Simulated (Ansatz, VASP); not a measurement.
# In in VASP and in Ansatz

```xyz
3
Lattice="1.6584 0.9575 8.1524 -1.6584 0.9575 8.1524 0.0000 -1.9150 8.1524" Properties=species:S:1:pos:R:3 pbc="T T T"
In    0.0000    0.0000    5.4292
In    0.0000    0.0000   19.0279
In    0.0000    0.0000    0.0000
```

Alike in both runs: task single point; functional PBE; k mesh 9 × 9 × 9; occupations fermi-dirac, width 0.05 eV; no spin polarisation.

|  | VASP | Ansatz |
| --- | --- | --- |
| version | VASP 6.6.1 | Ansatz 0.2.0 |
| potentials or method | VASP PAW PBE potentials, release 64 (In_d) | Ansatz PAW |
| plane-wave cutoff (eV) | 520 | 420 |
| valence electrons in the cell | 39 | 39 |

```tsv
	VASP	Ansatz	Ansatz less VASP
gap on the k mesh at the Fermi level (eV)	none	none	-
pressure (GPa)	2.6	2.7	+0.06
traceless stress, the component that is largest in VASP (GPa)	-0.40	-0.40	-0.003
rms of the force components (eV/Å)	0.006	0.006	+0.0002
```

Atom by atom the forces differ by 0.000 eV/Å (rms over components). A gap of «none» marks a metal or a gap that the smearing closes.
